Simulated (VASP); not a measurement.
The system is Hg.

```
Hg
1.0
    -1.92877    1.92877    1.92877
     1.92877   -1.92877    1.92877
     1.92877    1.92877   -1.92877
Hg
1
Direct
  0.00000 0.00000 0.00000
```

Base run:

```yaml
Program: VASP 6.6.1
Functional: PBE
Potentials_or_basis: VASP PAW PBE potentials, release 64 (Hg)
Cutoff: 520 eV
k_mesh: 8 × 8 × 8
Occupations: gaussian, width 0.05 eV
Spin: no spin polarisation
```

Its results: band gap on the k mesh zero (bands 6 and 7 overlap by 2.49 eV); pressure 0.1 GPa.

Task: The run is repeated on the same cell with these changes: functional from PBE to r2SCAN; k mesh from 8 × 8 × 8 to 16 × 16 × 16. What comes out?

Result: Band gap on the k mesh zero (bands 6 and 7 overlap by 2.33 eV); pressure -0.7 GPa.

Several settings changed at once.

Caveats: spin-orbit coupling is left out, which moves the levels of the heavy elements; the PAW data sets were made with another functional, which shifts forces and pressure a little (at least some runs).
